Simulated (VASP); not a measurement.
# Si (a cell with a defect) in VASP: further runs

Si (a cell with a defect) is run at these levels: LDA; tasks: single point.

Everything below comes from runs of VASP 6.6.1. Logs are shortened: lines on timing, memory, paths and dates and some standing lists are left out, and cuts for length are marked.

### 1 The cell of the first run

The cell holds a defect, 63 atoms: a = 10.860 Å, b = 10.860 Å, c = 10.860 Å, α = 90.00°, β = 90.00°, γ = 90.00°.

### 2 Single point, LDA

Contents of INCAR:

```
SYSTEM = Si
  PREC = Accurate
  ENCUT = 520
  EDIFF = 1E-6
  ISMEAR = -1
  SIGMA = 0.02
  LREAL = Auto
  LASPH = .True.
  NELM = 100
  ALGO = Normal
  ISIF = 2
  LWAVE = .False.
  LCHARG = .False.
  NBANDS = 163
  NELECT = 250.0
```

Contents of KPOINTS:

```
regular mesh
0
Gamma
  1 1 1
  0 0 0
```

Contents of POSCAR:

```
Si
1.0
   10.8600000000      0.0000000000      0.0000000000
    0.0000000000     10.8600000000      0.0000000000
    0.0000000000      0.0000000000     10.8600000000
Si
63
Direct
    0.4999483425      0.0016098527     -0.0004503683
    0.6255874770      0.1250611418      0.1250988950
    0.7525003683      0.2489062615      0.0011256906
    0.8809627993      0.3688198895      0.1262764273
    0.7499456722      0.0001244936      0.2500110497
    0.8746552486      0.1250281768      0.3753017495
    0.0098129834     -0.0021281768      0.0099368324
    0.1514831492      0.0987802026      0.1514744936
    0.2524723757      0.2401239411      0.0099637201
    0.3752574586      0.3754988029      0.1248666667
    0.5006606814      0.4995661142     -0.0007905157
    0.6245749540      0.6254016575      0.1238229282
    0.7506031308      0.7493152855     -0.0006352670
    0.8746571823      0.8749911602      0.1249502762
    0.3715786372      0.1289108656      0.3717460405
    0.4998585635      0.2507005525      0.2483767035
    0.6251808471      0.3754085635      0.3776144567
    0.7518593923      0.4979809392      0.2496557090
    0.8743887661      0.6248580110      0.3775116022
    0.4955465009      0.0002009208      0.4957229282
    0.6242457643      0.1261072744      0.6243733886
    0.7505056169      0.2506486188      0.5007806630
    0.8757261510      0.3741671271      0.6272822284
    0.7516488950      0.0003201657      0.7518316759
    0.8807713628      0.1237966851      0.8809589319
    0.0010895948      0.4971930939      0.0012525783
    0.1249411602      0.6242769797      0.1250531308
    0.2481258748      0.7501062615     -0.0005464088
    0.3723685083      0.8774703499      0.1210780847
    0.0098511050      0.2401157459      0.2524952118
    0.1247022099      0.3754922652      0.3753140884
    0.2498662983      0.4999473297      0.2499831492
    0.3737171271      0.6261273481      0.3738625230
    0.4960015654      0.7538013812      0.2499482505
    0.6235313076      0.8763341621      0.3737259669
   -0.0005732044      0.0016300184      0.5001141805
    0.1249752302      0.1250724678      0.6257541436
    0.2481767956      0.2507236648      0.4999720994
    0.3774226519      0.3754280847      0.6252994475
    0.4992647330      0.5016344383      0.4994011971
    0.6248919890      0.6251029466      0.6250250460
    0.7481354512      0.7508267035      0.4992601289
    0.8744231123      0.8724405157      0.6252825967
    0.2498859116      0.0001350829      0.7500992634
    0.3752538674      0.1250552486      0.8747283610
    0.5006572744      0.2506974217      0.7505781768
    0.6271186924      0.3742197053      0.8758337937
    0.7500819521      0.4999188766      0.7502035912
    0.8758412523      0.6227181400      0.8760011050
   -0.0006463168      0.7500539595      0.2483043278
    0.1208162063      0.8770644567      0.3729411602
   -0.0009558932      0.4995146409      0.5007883978
    0.1236151934      0.6252587477      0.6248463168
    0.2498323204      0.7535961326      0.4963828729
    0.3736135359      0.8763007366      0.6237476059
    0.0009971455      0.2488713628      0.7527116943
    0.1261309392      0.3687586556      0.8812110497
    0.2494703499      0.4979093002      0.7521124309
    0.3773450276      0.6248659300      0.8745662983
    0.4991546041      0.7507944751      0.7483291897
    0.6251542357      0.8724144567      0.8746201657
   -0.0008487109      0.7493124309      0.7507287293
    0.1247604972      0.8749843462      0.8747374770
```

Potentials or basis: VASP PAW LDA potentials, release 64 (Si).

Launch:

```bash
$ cat potpaw_LDA.64/Si/POTCAR > POTCAR
$ mpirun -np 1 vasp_gam > vasp.out
```

OUTCAR:

```text
SYSTEM = Si
   PREC = Accurate
   ENCUT = 520
   EDIFF = 1E-6
   ISMEAR = -1
   LREAL = Auto
   LASPH = .True.
   NELM = 100
   ISIF = 2
   NELECT = 250.0

 ion  position               nearest neighbor table
   1  0.500  0.002  1.000-  45 2.34  29 2.34   2 2.35  61 2.38
   2  0.626  0.125  0.125-   5 2.35   1 2.35  16 2.35   3 2.35
   3  0.753  0.249  0.001-   4 2.34  25 2.34   2 2.35  47 2.36
   4  0.881  0.369  0.126-  26 2.34   3 2.34  18 2.39  30 2.41
   5  0.750  0.000  0.250-  35 2.34   2 2.35   6 2.35  14 2.35
   6  0.875  0.125  0.375-  36 2.34  30 2.34   5 2.35  22 2.35
   7  0.010  0.998  0.010-  63 2.34  14 2.34  25 2.41   8 2.44
   8  0.151  0.099  0.151-   9 2.43  30 2.43   7 2.44
   9  0.252  0.240  0.010-  45 2.34  10 2.34  57 2.41   8 2.43
  10  0.375  0.375  0.125-  16 2.34   9 2.34  32 2.35  11 2.35
  11  0.501  0.500  0.999-  59 2.34  12 2.35  10 2.35  47 2.35
  12  0.625  0.625  0.124-  11 2.35  13 2.35  18 2.39  34 2.40
  13  0.751  0.749  0.999-  61 2.34  12 2.35  49 2.35  14 2.35
  14  0.875  0.875  0.125-  50 2.34   7 2.34   5 2.35  13 2.35
  15  0.372  0.129  0.372-  38 2.34  16 2.34  20 2.36
  16  0.500  0.251  0.248-  10 2.34  15 2.34   2 2.35  17 2.38
  17  0.625  0.375  0.378-  22 2.34  40 2.34  18 2.37  16 2.38
[... 32 lines left out ...]
  50  0.999  0.750  0.248-  14 2.34  51 2.34  27 2.35  19 2.38
  51  0.121  0.877  0.373-  50 2.34  36 2.34  54 2.36
  52  0.999  0.500  0.501-  19 2.34  53 2.35  31 2.35  23 2.35
  53  0.124  0.625  0.625-  52 2.35  62 2.35  58 2.39  54 2.40
  54  0.250  0.754  0.496-  55 2.34  33 2.34  51 2.36  53 2.40
  55  0.374  0.876  0.624-  54 2.34  44 2.34  20 2.34  60 2.36
  56  0.001  0.249  0.753-  57 2.34  25 2.34  37 2.35  23 2.36
  57  0.126  0.369  0.881-  26 2.34  56 2.34  58 2.39   9 2.41
  58  0.249  0.498  0.752-  39 2.37  59 2.37  53 2.39  57 2.39
  59  0.377  0.625  0.875-  11 2.34  60 2.35  58 2.37  28 2.38
  60  0.499  0.751  0.748-  61 2.34  59 2.35  41 2.35  55 2.36
  61  0.625  0.872  0.875-  13 2.34  60 2.34  24 2.37   1 2.38
  62  0.999  0.749  0.751-  43 2.34  53 2.35  49 2.35  63 2.35
  63  0.125  0.875  0.875-  28 2.34   7 2.34  44 2.35  62 2.35

  LATTYP: Found a simple cubic cell.
 ALAT       =    10.8600000000

  Lattice vectors:

 A1 = (  10.8600000000,   0.0000000000,   0.0000000000)
 A2 = (   0.0000000000,  10.8600000000,   0.0000000000)
 A3 = (   0.0000000000,   0.0000000000,  10.8600000000)

Analysis of symmetry for initial positions (statically):
=====================================================================
 Subroutine PRICEL returns:
 Original cell was already a primitive cell.

 Routine SETGRP: Setting up the symmetry group for a
 simple cubic supercell.

 Subroutine GETGRP returns: Found  1 space group operations
 (whereof  1 operations were pure point group operations)
 out of a pool of 48 trial point group operations.

The static configuration has the point symmetry C_1 .

Analysis of symmetry for dynamics (positions and initial velocities):
=====================================================================
 Subroutine PRICEL returns:
 Original cell was already a primitive cell.

 Routine SETGRP: Setting up the symmetry group for a
 simple cubic supercell.

 Subroutine GETGRP returns: Found  1 space group operations
 (whereof  1 operations were pure point group operations)
 out of a pool of 48 trial point group operations.

The dynamic configuration has the point symmetry C_1 .

 Subroutine INISYM returns: Found  1 space group operations
 (whereof  1 operations are pure point group operations),
 and found     1 'primitive' translations

----------------------------------------------------------------------------------------

                                     Primitive cell

  volume of cell :    1280.8241

  direct lattice vectors                    reciprocal lattice vectors
    10.860000000  0.000000000  0.000000000     0.092081031  0.000000000  0.000000000
[... 138 lines left out ...]

 KPOINTS: regular mesh

Automatic generation of k-mesh.
[... 45 lines left out ...]
   TEBEG  =    0.0;   TEEND  =   0.0 temperature during run
   PSTRESS=    0.0 pullay stress
   NELECT =     250.0000    total number of electrons
   NUPDOWN=      -1.0000    fix difference up-down
   EMIN   =  10.00;   EMAX   =-10.00  energy-range for DOS
   EFERMI =   0.00;   METHOD = LEGACY
   ISMEAR =    -1;   SIGMA  =   0.02  broadening in eV -4-tet -1-fermi 0-gaus
   EFERMI_NEDOS =   21; number of points for ismear=-14 and -15
   IALGO  =     38    algorithm
   IMIX   =      4    mixing-type and parameters
     AMIX     =   0.40;   BMIX     =  1.00
     AMIX_MAG =   1.60;   BMIX_MAG =  1.00
  volume/ion in A,a.u.               =      20.33       137.20
  Fermi-wavevector in a.u.,A,eV,Ry     =   0.949639  1.794557 12.269916  0.901813
  Thomas-Fermi vector in A             =   2.077940
   LORBIT       =      0    0 simple, 1 ext, 2 COOP (PROOUT), +10 PAW based schemes
   GGA     = CA    functional components
   LHFCALC =     F    Hartree Fock is set to
   AEXX    =    0.0000 exact exchange contribution
   IVDW    =     0    specifies the selected vdW correction
   LEPSILON=     F    determine dielectric tensor
   LRPA    =     F    only Hartree local field effects (RPA)
 non-spin polarized calculation
  energy-cutoff  :      520.00
  volume of cell :     1280.82
 maximum number of plane-waves:     17229
 NGX is ok and might be reduce to    84
   NGX = 41   NGY = 41   NGZ = 41

 number of electron     249.9999987 magnetization

 Free energy of the ion-electron system (eV)
  ---------------------------------------------------
  ext. energy  EPLUGINS =         0.00000000
  ---------------------------------------------------
  free energy    TOTEN  =      -377.43652814 eV

  energy without entropy =     -377.43652814  energy(sigma->0) =     -377.43652814

 E-fermi :   5.7458     XC(G=0):  -9.5150

 val. band max:        5.3551913639   @ k =   0.0000   0.0000   0.0000
 cond. band min:       6.1506240630   @ k =   0.0000   0.0000   0.0000
 fundamental gap:      0.7954326991
 Fermi energy:         5.7458410976

 k-point     1 :       0.0000    0.0000    0.0000
  band No.  band energies     occupation
      1      -6.2399      2.00000
      2      -5.2056      2.00000
      3      -5.2043      2.00000
      4      -5.1721      2.00000
      5      -5.1716      2.00000
      6      -5.1632      2.00000
[... 129 lines left out ...]
    136       6.7491      0.00000
    137       6.7891      0.00000
 [bands above 137 left out]

------------------------ aborting loop because EDIFF is reached ----------------------------------------

  FORCE on cell =-STRESS in cart. coord.  units (eV):
  Direction    XX          YY          ZZ          XY          YZ          ZX
  --------------------------------------------------------------------------------------
  -------------------------------------------------------------------------------------
  Total      -32.4392116    -32.4158349    -32.4275865      1.6591181      1.6098246     -1.7442402
  in kB      -40.5780710    -40.5488292    -40.5635292      2.0753837      2.0137227     -2.1818626
  external PRESSURE =     -40.5634764 kB  Pullay stress =       0.0000000 kB

 VOLUME and BASIS-vectors are now :
 -----------------------------------------------------------------------------
  energy-cutoff  :      520.00
  volume of cell :     1280.82
      direct lattice vectors                 reciprocal lattice vectors
    10.860000000  0.000000000  0.000000000     0.092081031  0.000000000  0.000000000
     0.000000000 10.860000000  0.000000000     0.000000000  0.092081031  0.000000000
     0.000000000  0.000000000 10.860000000     0.000000000  0.000000000  0.092081031

 POSITION                                       TOTAL-FORCE (eV/Angst)
 -----------------------------------------------------------------------------------
      5.42944      0.01748     10.85511         0.004175      0.008562     -0.000699
      6.79388      1.35816      1.35857         0.003320     -0.000850      0.000544
      8.17215      2.70312      0.01222         0.000816     -0.001348      0.000077
      9.56726      4.00538      1.37136        -0.016118      0.017676     -0.007142
      8.14441      0.00135      2.71512         0.003751      0.005824      0.000996
      9.49876      1.35781      4.07578         0.000467      0.004288     -0.003265
[... 55 lines left out ...]
     10.85078      8.13753      8.15291         0.015452     -0.001975      0.007043
      1.35490      9.50233      9.49965        -0.000096     -0.002567     -0.002843
 -----------------------------------------------------------------------------------
    total drift:                               -0.006144     -0.006831      0.013044

  FREE ENERGIE OF THE ION-ELECTRON SYSTEM (eV)
  ---------------------------------------------------
  free  energy   TOTEN  =      -377.4365281441 eV

  energy  without entropy=     -377.4365281372  energy(sigma->0) =     -377.43652814
```

It took 4.4 min on 1 thread of Intel Xeon Platinum 8259CL at 2.50GHz (Skylake/Cascade Lake), shared host; peak memory 0.68 GiB.

What came out:

```yaml
Free_energy: -377.4365 eV
Largest_force: 0.576 eV/Å
```

Forces on the atoms (eV/Å):
```
Si   0.004  0.009 -0.001
Si   0.003 -0.001  0.001
Si   0.001 -0.001  0.000
Si  -0.016  0.018 -0.007
Si   0.004  0.006  0.001
Si   0.000  0.004 -0.003
Si  -0.029 -0.007 -0.028
Si  -0.329  0.338 -0.329
Si   0.002  0.029 -0.029
Si  -0.007 -0.002  0.000
Si   0.004 -0.008  0.014
Si   0.010 -0.008 -0.011
Si   0.008 -0.003  0.015
Si  -0.002 -0.004 -0.003
Si   0.100 -0.004  0.099
Si   0.001 -0.006 -0.010
Si   0.002 -0.005  0.007
Si   0.006 -0.003 -0.004
Si   0.004 -0.003  0.006
Si   0.043 -0.021  0.043
Si   0.012  0.011  0.011
Si   0.008 -0.015  0.003
Si  -0.003  0.000 -0.003
Si   0.006  0.005  0.006
Si  -0.014  0.008 -0.014
Si  -0.001  0.003 -0.001
Si   0.001 -0.003  0.001
Si  -0.007 -0.006 -0.001
Si   0.088 -0.088 -0.002
Si  -0.029  0.028  0.002
Si   0.000  0.001 -0.006
Si  -0.006 -0.009  0.000
Si   0.004 -0.018  0.003
Si   0.041 -0.041  0.024
Si   0.019 -0.004  0.004
Si  -0.003  0.008  0.005
Si   0.001 -0.001  0.004
Si  -0.009 -0.007  0.001
Si   0.007 -0.005  0.003
Si   0.007 -0.015  0.007
Si   0.002 -0.002  0.001
Si   0.013 -0.008  0.007
Si   0.005 -0.005  0.003
Si  -0.004  0.003  0.010
Si  -0.005  0.004  0.000
Si   0.004 -0.015  0.008
Si  -0.002  0.000 -0.003
Si   0.006 -0.006  0.009
Si  -0.002  0.003 -0.002
Si  -0.003 -0.007 -0.008
Si  -0.001 -0.082  0.082
Si   0.015 -0.008  0.003
Si  -0.011 -0.009  0.010
Si   0.026 -0.041  0.041
Si   0.004 -0.004  0.019
Si   0.000 -0.001 -0.001
Si  -0.007  0.019 -0.018
Si  -0.003 -0.003  0.004
Si   0.006 -0.003  0.003
Si   0.007 -0.008  0.014
Si   0.003 -0.006  0.005
Si   0.015 -0.002  0.007
Si   0.000 -0.003 -0.003
```

Caveat: the k points lie up to 0.58 Å⁻¹ apart; the cell carries a net charge on a neutralising background, which shifts energy and pressure; the cell is charged against a uniform background, so pressure and absolute levels hang on convention.

### 3 Single point, LDA

Contents of INCAR:

```
SYSTEM = Si
PREC     = Accurate       ! precision mode
ENCUT    = 520            ! plane-wave cutoff, eV
EDIFF    = 1E-7           ! SCF threshold, eV
ISMEAR   = -1             ! smearing method
SIGMA    = 0.02           ! smearing width, eV
LREAL    = Auto         
LASPH    = .TRUE.         ! aspherical terms in the spheres
NELM     = 60             ! most SCF steps
ALGO     = Normal         ! electronic algorithm
ISIF     = 2              ! what is computed and relaxed
LWAVE    = .FALSE.        ! write WAVECAR
LCHARG   = .TRUE.         ! write CHGCAR
LELF     = .TRUE.         ! ELF
LVHAR    = .TRUE.       
NBANDS   = 163            ! bands
NELECT   = 250.0
```

Contents of KPOINTS:

```
regular mesh
0
G
  1 1 1
  0 0 0
```

Contents of POSCAR:

```
Si
1.0
   10.8600000000      0.0000000000      0.0000000000
    0.0000000000     10.8600000000      0.0000000000
    0.0000000000      0.0000000000     10.8600000000
Si
63
Direct
    0.5007872928     -0.0005488029      0.0002393186
    0.6253088398      0.1246319521      0.1255007366
    0.7516333333      0.2483838858      0.0016606814
    0.8795875691      0.3702899632      0.1256560773
    0.7496259669     -0.0003019337      0.2504380295
    0.8755082873      0.1228421731      0.3760473297
    0.0027160221     -0.0043729282      0.0027857274
    0.2230167587      0.0275747698      0.2229406998
    0.2541762431      0.2460637201      0.0039235727
    0.3759825046      0.3745917127      0.1270414365
    0.5007959484      0.4998815838     -0.0021762431
    0.6234426335      0.6264758748      0.1257853591
    0.7502310313      0.7490866483     -0.0020666667
    0.8753906077      0.8741323204      0.1271220994
    0.3651391344      0.1272593002      0.3651833333
    0.5007762431      0.2500255064      0.2505552486
    0.6249528545      0.3753788214      0.3762460405
    0.7509722836      0.4990798343      0.2515621547
    0.8746644567      0.6252814917      0.3760968692
    0.4939153775      0.0009511050      0.4939956722
    0.6232182320      0.1241448435      0.6232700737
    0.7502236648      0.2520581031      0.5008964088
    0.8761193370      0.3738884899      0.6271608656
    0.7505966851     -0.0016745856      0.7506313076
    0.8790676796      0.1244661142      0.8791487109
    0.0017340700      0.4981080110      0.0017824125
    0.1254372007      0.6246552486      0.1254594843
    0.2503868324      0.7494267035      0.0002280847
    0.3652175875      0.8848295580      0.1230665746
    0.0036431860      0.2462739411      0.2542084715
    0.1269690608      0.3746143646      0.3759580110
    0.2503767956      0.5003101289      0.2503881215
    0.3742708103      0.6272255064      0.3743290976
    0.4941318600      0.7557188766      0.2491179558
    0.6225214549      0.8758053407      0.3741994475
    0.0002565378     -0.0005311234      0.5007948435
    0.1254701657      0.1246404236      0.6253678637
    0.2504591160      0.2500345304      0.5007724678
    0.3761463168      0.3753811234      0.6249714549
    0.4996031308      0.5018475138      0.4996515654
    0.6252597606      0.6248312155      0.6252859116
    0.7480595764      0.7505473297      0.4994686004
    0.8746641805      0.8737774401      0.6248181400
    0.2504128913     -0.0002874770      0.7496849908
    0.3760428177      0.1228637201      0.8755426335
    0.5008378453      0.2520891344      0.7502244015
    0.6270813996      0.3739336096      0.8761186004
    0.7504475138      0.4996249540      0.7504656538
    0.8762186924      0.6227648250      0.8762644567
    0.0002536832      0.7494139963      0.2504657459
    0.1231126151      0.8847757827      0.3653148250
   -0.0022326888      0.4998589319      0.5008467772
    0.1257023020      0.6263878453      0.6235837937
    0.2490850829      0.7556242173      0.4943070902
    0.3741755064      0.8757711786      0.6226302947
    0.0016465930      0.2483491713      0.7517506446
    0.1256401473      0.3701406998      0.8798175875
    0.2514718232      0.4989658379      0.7511203499
    0.3760274401      0.6252523020      0.8747033149
    0.4994596685      0.7505064457      0.7481360037
    0.6248288214      0.8737453959      0.8747049724
   -0.0021561694      0.7490945672      0.7502549724
    0.1270281768      0.8741609576      0.8754006446
```

Potentials or basis: VASP PAW LDA potentials, release 64 (Si).

Launch:

```bash
$ cat potpaw_LDA.64/Si/POTCAR > POTCAR
$ mpirun -np 1 vasp_gam > vasp.out
```

Run time: 5.1 min. Hardware: 1 thread of Intel Xeon Platinum 8259CL at 2.50GHz (Skylake/Cascade Lake), shared host; peak memory 0.68 GiB.

It converged, with:

```
Free energy   : -377.4200 eV
Largest force : 0.588 eV/Å
```

Forces in eV/Å, atoms in the order of the input:
```
Si   0.005 -0.005  0.002
Si  -0.008  0.001 -0.002
Si  -0.022  0.005 -0.006
Si  -0.045  0.046 -0.023
Si  -0.007 -0.002  0.001
Si  -0.005 -0.009  0.001
Si  -0.083 -0.003 -0.082
Si   0.330 -0.352  0.336
Si   0.001  0.092 -0.093
Si  -0.001  0.004  0.010
Si  -0.006  0.002 -0.004
Si  -0.007  0.008  0.004
Si  -0.005  0.006 -0.006
Si  -0.009 -0.006  0.009
Si   0.034  0.001  0.034
Si   0.004 -0.004  0.002
Si  -0.009  0.002 -0.012
Si  -0.014  0.014  0.005
Si  -0.002  0.008 -0.011
Si   0.020 -0.009  0.020
Si  -0.004 -0.002 -0.005
Si  -0.003  0.005 -0.006
Si  -0.006  0.005 -0.012
Si  -0.011 -0.005 -0.012
Si  -0.042  0.026 -0.042
Si  -0.005  0.021 -0.005
Si  -0.001  0.009 -0.001
Si   0.006 -0.006  0.002
Si   0.023 -0.022  0.003
Si  -0.092  0.091  0.003
Si   0.010  0.004  0.001
Si   0.001  0.007  0.001
Si  -0.001 -0.001 -0.001
Si   0.014 -0.012  0.006
Si   0.004  0.001 -0.001
Si   0.001 -0.005  0.005
Si  -0.002  0.001 -0.008
Si   0.003 -0.004  0.005
Si  -0.010  0.002 -0.009
Si   0.000 -0.006  0.001
Si  -0.005  0.003 -0.005
Si   0.004 -0.001  0.000
Si  -0.003  0.012 -0.008
Si   0.001 -0.002 -0.007
Si   0.000 -0.009 -0.004
Si  -0.006  0.005 -0.003
Si  -0.012  0.004 -0.005
Si  -0.002  0.002 -0.001
Si  -0.006  0.013 -0.006
Si   0.001 -0.006  0.006
Si   0.004 -0.017  0.018
Si  -0.005  0.002 -0.006
Si   0.004  0.008 -0.007
Si   0.006 -0.011  0.012
Si  -0.001  0.001  0.003
Si  -0.006  0.005 -0.021
Si  -0.023  0.048 -0.047
Si   0.007  0.015 -0.016
Si  -0.011  0.009 -0.002
Si   0.000 -0.002  0.004
Si  -0.009  0.012 -0.003
Si  -0.005  0.006 -0.004
Si   0.009 -0.006 -0.009
```

Levels at points of the mesh, in eV from the Fermi level:
```tsv
k point	band 123	band 124	band 125	band 126	band 127	band 128
(0.00, 0.00, 0.00)	-0.44	-0.43	-0.39	0.40	0.40	0.41
```

Caveat: the k points lie up to 0.58 Å⁻¹ apart; the cell carries a net charge on a neutralising background, which shifts energy and pressure; the cell is charged against a uniform background, so pressure and absolute levels hang on convention.
